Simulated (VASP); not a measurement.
# LiCl (I4/mmm) in VASP: a series of runs

The runs below take LiCl through single point, with r2SCAN.

Program: VASP 6.6.1. These are calculated values, not measurements. Logs are shortened: lines on timing, memory, paths and dates and some standing lists are left out, and cuts for length are marked.

### 1 The cell of the first run

It takes space group I4/mmm (No. 139, tetragonal). Conventional cell: a = 3.808 Å, b = 3.808 Å, c = 4.873 Å, α = 90.00°, β = 90.00°, γ = 90.00°. Li (site symmetry 4/mmm) has 6 Cl at 2.44 to 2.69 Å within 3.2 Å. Cl (site symmetry 4/mmm) has 6 Li at 2.44 to 2.69 Å within 3.2 Å.

### 2 Single point, r2SCAN (strain +0.050 along x and y, -0.050 along z)

Contents of POSCAR:

```
LiCl
1.0
    0.0000000000      2.6929980000      2.4365220000
    2.6929980000      0.0000000000      2.4365220000
    2.6929980000      2.6929980000      0.0000000000
Li Cl
1 1
Direct
    0.0000000000      0.0000000000      0.0000000000
    0.5000000000      0.5000000000      0.5000000000
```

Contents of INCAR.step1:

```
PREC = Accurate ; ENCUT = 520
ISMEAR = 0 ; SIGMA = 0.05
LREAL = False ; LASPH = True
NELM = 80 ; NBANDS = 12
GGA = PE ; ALGO = Normal
EDIFF = 1E-4 ; LWAVE = True
LCHARG = False
```

Contents of INCAR.step2:

```
PREC = Accurate ; ENCUT = 520
EDIFF = 1E-7 ; ISMEAR = 0
SIGMA = 0.05 ; LREAL = False
LASPH = True ; NELM = 80
ALGO = Normal ; ISIF = 2
LWAVE = False ; LCHARG = True
METAGGA = R2SCAN ; LMIXTAU = True
LELF = True ; LVHAR = True
NBANDS = 12 ; ISTART = 1
```

Contents of KPOINTS:

```
regular mesh
0
Gamma
  8 8 8
```

Potentials or basis: VASP PAW PBE potentials, release 64 (Li_sv, Cl).

The run is started by

```console
$ cat potpaw_PBE.64/Li_sv/POTCAR potpaw_PBE.64/Cl/POTCAR > POTCAR
$ cp INCAR.step1 INCAR
$ mpirun -np 1 vasp_std > vasp.out
$ cp INCAR.step2 INCAR
$ mpirun -np 1 vasp_std > vasp.out
```

OUTCAR:

```text
PREC = Accurate
   ENCUT = 520
   EDIFF = 1E-7
   ISMEAR = 0
   LREAL = False
   LASPH = True
   NELM = 80
   ISIF = 2
   METAGGA = R2SCAN
   ISTART = 1

 ion  position               nearest neighbor table
   1  0.000  0.000  0.000-   2 2.44   2 2.44
   2  0.500  0.500  0.500-   1 2.44   1 2.44

  LATTYP: Found a body centered tetragonal cell.
 ALAT       =     3.8084742950
 C/A-ratio  =     1.2795265564

  Lattice vectors:

 A1 = (   0.0000000000,  -2.6929980000,  -2.4365220000)
 A2 = (   0.0000000000,   2.6929980000,  -2.4365220000)
 A3 = (   2.6929980000,   0.0000000000,   2.4365220000)

Analysis of symmetry for initial positions (statically):
=====================================================================
 Subroutine PRICEL returns:
 Original cell was already a primitive cell.

 Routine SETGRP: Setting up the symmetry group for a
 body centered tetragonal supercell.

 Subroutine GETGRP returns: Found 16 space group operations
 (whereof 16 operations were pure point group operations)
 out of a pool of 16 trial point group operations.

The static configuration has the point symmetry D_4h.

Analysis of symmetry for dynamics (positions and initial velocities):
=====================================================================
 Subroutine PRICEL returns:
 Original cell was already a primitive cell.

 Routine SETGRP: Setting up the symmetry group for a
 body centered tetragonal supercell.

 Subroutine GETGRP returns: Found 16 space group operations
 (whereof 16 operations were pure point group operations)
 out of a pool of 16 trial point group operations.

The dynamic configuration has the point symmetry D_4h.

 Subroutine INISYM returns: Found 16 space group operations
 (whereof 16 operations are pure point group operations),
 and found     1 'primitive' translations

----------------------------------------------------------------------------------------

                                     Primitive cell

  volume of cell :      35.3405

  direct lattice vectors                    reciprocal lattice vectors
     0.000000000  2.692998000  2.436522000    -0.185666681  0.185666681  0.205210542
     2.692998000  0.000000000  2.436522000     0.185666681 -0.185666681  0.205210542
     2.692998000  2.692998000  0.000000000     0.185666681  0.185666681 -0.205210542

  length of vectors
     3.631649444  3.631649444  3.808474295     0.333250055  0.333250055  0.333250055

  position of ions in fractional coordinates (direct lattice)
     0.000000000  0.000000000  0.000000000
     0.500000000  0.500000000  0.500000000

  ion indices of the primitive-cell ions
   primitive index   ion index
                 1           1
                 2           2

----------------------------------------------------------------------------------------

 KPOINTS: regular mesh

Automatic generation of k-mesh.
 Grid dimensions read from file:
 generate k-points for:    8    8    8

 Generating k-lattice:

  Cartesian coordinates                     Fractional coordinates (reciprocal lattice)
    -0.023208335  0.023208335  0.025651318     0.125000000 -0.000000000  0.000000000
     0.023208335 -0.023208335  0.025651318    -0.000000000  0.125000000  0.000000000
     0.023208335  0.023208335 -0.025651318     0.000000000  0.000000000  0.125000000

  Length of vectors
     0.041656257  0.041656257  0.041656257

  Shift w.r.t. Gamma in fractional coordinates (k-lattice)
     0.000000000  0.000000000  0.000000000

 Subroutine IBZKPT returns following result:
 ===========================================

 Found     59 irreducible k-points:

 Following reciprocal coordinates:
            Coordinates               Weight
  0.000000  0.000000  0.000000      1.000000
  0.125000 -0.000000  0.000000      8.000000
  0.250000 -0.000000  0.000000      8.000000
  0.375000 -0.000000  0.000000      8.000000
  0.500000 -0.000000  0.000000      4.000000
  0.125000  0.125000  0.000000      2.000000
[... 16 lines left out ...]
  0.250000 -0.000000  0.125000     16.000000
  0.375000  0.000000  0.125000     16.000000
 [... further k-points ...]
   k-points           NKPTS =     59   k-points in BZ     NKDIM =     59   number of bands    NBANDS=     12
   number of dos      NEDOS =    301   number of ions     NIONS =      2
   total plane-waves  NPLWV =  21952
   dimension x,y,z NGX =    28 NGY =   28 NGZ =   28
   dimension x,y,z NGXF=    56 NGYF=   56 NGZF=   56
   ions per type =               1   1
   NGX,Y,Z   is equivalent  to a cutoff of  12.82, 12.82, 12.22 a.u.
   NGXF,Y,Z  is equivalent  to a cutoff of  25.64, 25.64, 24.44 a.u.
 SYSTEM =  unknown system
   PREC   = accura    normal or accurate (medium, high low for compatibility)
   ISTART =      1    job   : 0-new  1-cont  2-samecut
   ICHARG =      0    charge: 1-file 2-atom 10-const
   ISPIN  =      1    spin polarized calculation?
   LNONCOLLINEAR =      F non collinear calculations
   LSORBIT =      F    spin-orbit coupling
   LASPH  =      T    aspherical Exc in radial PAW
   ENCUT  =  520.0 eV  38.22 Ry    6.18 a.u.   6.75  6.75  7.08*2*pi/ulx,y,z
   NELM   =     80;   NELMIN=  2; NELMDL=  0     # of ELM steps
   EDIFF  = 0.1E-06   stopping-criterion for ELM
   LREAL  =      F    real-space projection
   EDIFFG = 0.1E-05   stopping-criterion for IOM
   NSW    =      0    number of steps for IOM
   IBRION =     -1    ionic relax: 0-MD 1-quasi-New 2-CG
   NFREE  =      0    steps in history (QN), initial steepest desc. (CG)
   ISIF   =      2    stress and relaxation
   ISYM   =      2    0-nonsym 1-usesym 2-fastsym
   POTIM  = 0.5000    time-step for ionic-motion
   TEBEG  =    0.0;   TEEND  =   0.0 temperature during run
   PSTRESS=    0.0 pullay stress
   NELECT =      10.0000    total number of electrons
   NUPDOWN=      -1.0000    fix difference up-down
   EMIN   =  10.00;   EMAX   =-10.00  energy-range for DOS
   EFERMI =   0.00;   METHOD = LEGACY
   ISMEAR =     0;   SIGMA  =   0.05  broadening in eV -4-tet -1-fermi 0-gaus
   EFERMI_NEDOS =   21; number of points for ismear=-14 and -15
   IALGO  =     38    algorithm
   IMIX   =      4    mixing-type and parameters
     AMIX     =   0.40;   BMIX     =  1.00
     AMIX_MAG =   1.60;   BMIX_MAG =  1.00
  volume/ion in A,a.u.               =      17.67       119.24
  Fermi-wavevector in a.u.,A,eV,Ry     =   1.074775  2.031029 15.716638  1.155140
  Thomas-Fermi vector in A             =   2.210612
   LORBIT       =      0    0 simple, 1 ext, 2 COOP (PROOUT), +10 PAW based schemes
   METAGGA = R2SCAN    functional components
   LHFCALC =     F    Hartree Fock is set to
   AEXX    =    0.0000 exact exchange contribution
   IVDW    =     0    specifies the selected vdW correction
   LEPSILON=     F    determine dielectric tensor
   LRPA    =     F    only Hartree local field effects (RPA)
 non-spin polarized calculation
 Gauss-broadening in eV      SIGMA  =   0.05
  energy-cutoff  :      520.00
  volume of cell :       35.34
 maximum number of plane-waves:       962
   NGX = 13   NGY = 13   NGZ = 15

 number of electron      10.0000006 magnetization

 Free energy of the ion-electron system (eV)
  ---------------------------------------------------
  ext. energy  EPLUGINS =         0.00000000
  ---------------------------------------------------
  free energy    TOTEN  =       -12.55071287 eV

  energy without entropy =      -12.55071287  energy(sigma->0) =      -12.55071287

 E-fermi :   0.1759     XC(G=0):  -8.9393

 val. band max:       -0.0728020734   @ k =   0.0000   0.0000   0.0000
 cond. band min:       6.8390337697   @ k =   0.0000   0.0000   0.0000
 fundamental gap:      6.9118358431
 Fermi energy:         0.1758859584

 k-point     1 :       0.0000    0.0000    0.0000
  band No.  band energies     occupation
      1     -45.0155      2.00000
      2     -13.9945      2.00000
      3      -0.4050      2.00000
      4      -0.0728      2.00000
      5      -0.0728      2.00000
      6       6.8390      0.00000
      7      12.2563      0.00000
      8      12.2564      0.00000
      9      13.0762      0.00000
     10      14.3531      0.00000
     11      14.7576      0.00000
     12      14.7587      0.00000

 k-point     2 :       0.1250   -0.0000    0.0000
  band No.  band energies     occupation
      1     -45.0151      2.00000
      2     -13.9251      2.00000
      3      -0.7247      2.00000
      4      -0.2414      2.00000
      5      -0.1450      2.00000
      6       7.2895      0.00000
      7      11.6665      0.00000
      8      11.9729      0.00000
      9      12.8782      0.00000
     10      13.4437      0.00000
     11      14.0596      0.00000
     12      15.8948      0.00000

 k-point     3 :       0.2500   -0.0000    0.0000
  band No.  band energies     occupation
      1     -45.0144      2.00000
      2     -13.7495      2.00000
      3      -1.6663      2.00000
      4      -0.3104      2.00000
      5      -0.2971      2.00000
      6       7.7383      0.00000
      7      10.8237      0.00000
      8      11.3688      0.00000
      9      12.0382      0.00000
     10      14.5046      0.00000
     11      14.5591      0.00000
     12      16.4656      0.00000
[... 286 lines left out ...]
 k-point    23 :       0.2500   -0.0000    0.1250
  band No.  band energies     occupation
      1     -45.0145      2.00000
      2     -13.7666      2.00000
      3      -1.3689      2.00000
      4      -0.5880      2.00000
      5      -0.3416      2.00000
      6       8.1905      0.00000
      7      10.7389      0.00000
      8      10.8919      0.00000
      9      12.5932      0.00000
     10      13.5812      0.00000
     11      15.4613      0.00000
     12      16.9882      0.00000

 k-point    24 :       0.3750    0.0000    0.1250
  band No.  band energies     occupation
      1     -45.0138      2.00000
      2     -13.5789      2.00000
      3      -2.2142      2.00000
      4      -0.6644      2.00000
      5      -0.5184      2.00000
      6       8.1791      0.00000
      7      10.0232      0.00000
      8      11.3805      0.00000
      9      11.9758      0.00000
     10      15.0587      0.00000
     11      16.6813      0.00000
     12      17.6133      0.00000

 [... further k-points ...]
[... 5 lines left out ...]
  --------------------------------------------------------------------------------------
  -------------------------------------------------------------------------------------
  Total       -0.5841456     -0.5841456      0.1280666      0.0000000      0.0000000      0.0000000
  in kB      -26.4825183    -26.4825183      5.8059604      0.0000000      0.0000000      0.0000000
  external PRESSURE =     -15.7196921 kB  Pullay stress =       0.0000000 kB

 VOLUME and BASIS-vectors are now :
 -----------------------------------------------------------------------------
  energy-cutoff  :      520.00
  volume of cell :       35.34
      direct lattice vectors                 reciprocal lattice vectors
     0.000000000  2.692998000  2.436522000    -0.185666681  0.185666681  0.205210542
     2.692998000  0.000000000  2.436522000     0.185666681 -0.185666681  0.205210542
     2.692998000  2.692998000  0.000000000     0.185666681  0.185666681 -0.205210542

 POSITION                                       TOTAL-FORCE (eV/Angst)
 -----------------------------------------------------------------------------------
      0.00000      0.00000      0.00000         0.000000      0.000000      0.000000
      2.69300      2.69300      2.43652        -0.000000     -0.000000      0.000000
 -----------------------------------------------------------------------------------
    total drift:                                0.000000      0.000000      0.000000

  FREE ENERGIE OF THE ION-ELECTRON SYSTEM (eV)
  ---------------------------------------------------
  free  energy   TOTEN  =       -12.5507128679 eV

  energy  without entropy=      -12.5507128679  energy(sigma->0) =      -12.55071287
```

Run time: 73 s. Hardware: 1 thread of Intel Xeon Platinum 8488C (Sapphire Rapids), shared host; peak memory 0.17 GiB.

Results:

```
Free energy            : -12.5507 eV
Band gap on the k mesh : 6.91 eV, direct
```

Caveat: the cell differs from its parent crystal (strain +0.050 along x and y, -0.050 along z); the cutoff is under 1.25 times the usual one of these potentials, so pressure, stress and relaxed cells hold a basis-set (Pulay) error; the PAW data sets were made with another functional, which shifts forces and pressure a little. A k mesh can miss the band edges.

### 3 Single point, r2SCAN (strain +0.050 along x and y, -0.025 along z)

Contents of POSCAR:

```
LiCl
1.0
    0.0000000000      2.6929980000      2.5006410000
    2.6929980000      0.0000000000      2.5006410000
    2.6929980000      2.6929980000      0.0000000000
Li Cl
1 1
Direct
    0.0000000000      0.0000000000      0.0000000000
    0.5000000000      0.5000000000      0.5000000000
```

Contents of INCAR.step1:

```
PREC = Accurate
ENCUT = 520
ISMEAR = 0
SIGMA = 0.05
LREAL = False
LASPH = True
NELM = 100
NBANDS = 12
GGA = PE
ALGO = Normal
EDIFF = 1E-4
LWAVE = True
LCHARG = False
```

Contents of INCAR.step2:

```
PREC = Accurate
ENCUT = 520
EDIFF = 1E-6
ISMEAR = 0
SIGMA = 0.05
LREAL = False
LASPH = True
NELM = 100
ALGO = Normal
ISIF = 2
LWAVE = False
LCHARG = True
METAGGA = R2SCAN
LMIXTAU = True
LELF = True
LVHAR = True
NBANDS = 12
ISTART = 1
```

Contents of KPOINTS:

```
Automatic mesh
0
Gamma
  8 8 8
```

Potentials or basis: VASP PAW PBE potentials, release 64 (Li_sv, Cl).

The run is started by

```console
$ cat potpaw_PBE.64/Li_sv/POTCAR potpaw_PBE.64/Cl/POTCAR > POTCAR
$ cp INCAR.step1 INCAR
$ mpirun -np 1 vasp_std > vasp.out
$ cp INCAR.step2 INCAR
$ mpirun -np 1 vasp_std > vasp.out
```

OUTCAR:

```text
PREC = Accurate
   ENCUT = 520
   EDIFF = 1E-6
   ISMEAR = 0
   LREAL = False
   LASPH = True
   NELM = 100
   ISIF = 2
   METAGGA = R2SCAN
   ISTART = 1

 ion  position               nearest neighbor table
   1  0.000  0.000  0.000-   2 2.50   2 2.50
   2  0.500  0.500  0.500-   1 2.50   1 2.50

  LATTYP: Found a body centered tetragonal cell.
 ALAT       =     3.8084742950
 C/A-ratio  =     1.3131983079

  Lattice vectors:

 A1 = (   0.0000000000,  -2.6929980000,  -2.5006410000)
 A2 = (   0.0000000000,   2.6929980000,  -2.5006410000)
[... 536 lines left out ...]
      7       9.8748      0.00000
      8      11.1126      0.00000
      9      11.5666      0.00000
     10      14.6852      0.00000
     11      16.4435      0.00000
     12      17.2758      0.00000

 [... further k-points ...]
[... 5 lines left out ...]
  --------------------------------------------------------------------------------------
  -------------------------------------------------------------------------------------
  Total       -0.7233073     -0.7233073     -0.3243802      0.0000000      0.0000000      0.0000000
  in kB      -31.9506732    -31.9506732    -14.3288560      0.0000000      0.0000000      0.0000000
  external PRESSURE =     -26.0767341 kB  Pullay stress =       0.0000000 kB

 VOLUME and BASIS-vectors are now :
 -----------------------------------------------------------------------------
  energy-cutoff  :      520.00
  volume of cell :       36.27
      direct lattice vectors                 reciprocal lattice vectors
     0.000000000  2.692998000  2.500641000    -0.185666681  0.185666681  0.199948733
     2.692998000  0.000000000  2.500641000     0.185666681 -0.185666681  0.199948733
     2.692998000  2.692998000  0.000000000     0.185666681  0.185666681 -0.199948733

 POSITION                                       TOTAL-FORCE (eV/Angst)
 -----------------------------------------------------------------------------------
      0.00000      0.00000      0.00000         0.000000     -0.000000      0.000000
      2.69300      2.69300      2.50064        -0.000000      0.000000      0.000000
 -----------------------------------------------------------------------------------
    total drift:                                0.000000      0.000000      0.000000

  FREE ENERGIE OF THE ION-ELECTRON SYSTEM (eV)
  ---------------------------------------------------
  free  energy   TOTEN  =       -12.5478961463 eV

  energy  without entropy=      -12.5478961463  energy(sigma->0) =      -12.54789615
```

OUTCAR.step1:

```text
PREC = Accurate
   ENCUT = 520
   ISMEAR = 0
   LREAL = False
   LASPH = True
[... 582 lines left out ...]
      0.00000      0.00000      0.00000        -0.000000      0.000000     -0.000000
      2.69300      2.69300      2.50064         0.000000     -0.000000      0.000000
 -----------------------------------------------------------------------------------
    total drift:                                0.000000      0.000000      0.000000

  FREE ENERGIE OF THE ION-ELECTRON SYSTEM (eV)
  ---------------------------------------------------
  free  energy   TOTEN  =        -7.3657883786 eV

  energy  without entropy=       -7.3657883786  energy(sigma->0) =       -7.36578838
```

OSZICAR.step1:

```text
N       E                     dE             d eps       ncg     rms          rms(c)
DAV:   1     0.405050249195E+02    0.40505E+02   -0.40667E+03  1416   0.763E+02
DAV:   2    -0.492527848577E+01   -0.45430E+02   -0.43835E+02  1800   0.142E+02
DAV:   3    -0.737692495125E+01   -0.24516E+01   -0.24443E+01  1860   0.346E+01
DAV:   4    -0.744049694349E+01   -0.63572E-01   -0.63553E-01  2012   0.578E+00
DAV:   5    -0.744116801571E+01   -0.67107E-03   -0.67106E-03  1896   0.543E-01    0.233E+00
DAV:   6    -0.735916065813E+01    0.82007E-01   -0.18379E-01  1780   0.194E+00    0.165E+00
DAV:   7    -0.736089060562E+01   -0.17299E-02   -0.54793E-02  2136   0.120E+00    0.930E-01
DAV:   8    -0.736583338266E+01   -0.49428E-02   -0.78749E-03  1632   0.602E-01    0.168E-01
DAV:   9    -0.736578837864E+01    0.45004E-04   -0.26428E-04  1792   0.112E-01
   1 F= -.73657884E+01 E0= -.73657884E+01  d E =-.614892E-29
```

Run time: 61 s. Hardware: 1 thread of Intel Xeon Platinum 8488C (Sapphire Rapids), shared host; peak memory 0.17 GiB.

Results:

```yaml
Free_energy: -12.5479 eV
Band_gap_on_the_k_mesh: 6.81 eV, direct
```

Levels at points of the mesh, in eV from the valence-band top:
```tsv
k point	band 2	band 3	band 4	band 5	band 6	band 7	band 8	band 9
(0.00, 0.00, 0.00)	-13.81	-0.23	0.00	0.00	6.81	12.37	12.37	12.97
(0.50, 0.00, 0.00)	-13.32	-2.62	-0.38	-0.24	7.36	9.92	10.57	13.37
(0.50, 0.50, 0.00)	-13.04	-2.69	-1.20	-1.20	8.52	8.72	13.59	14.44
(0.50, 0.00, 0.50)	-13.15	-2.68	-1.23	-0.76	8.63	9.10	12.54	14.26
```

Caveat: the cell differs from its parent crystal (strain +0.050 along x and y, -0.025 along z); the cutoff is under 1.25 times the usual one of these potentials, so pressure, stress and relaxed cells hold a basis-set (Pulay) error; the PAW data sets were made with another functional, which shifts forces and pressure a little.

[end of part 1 of 2]
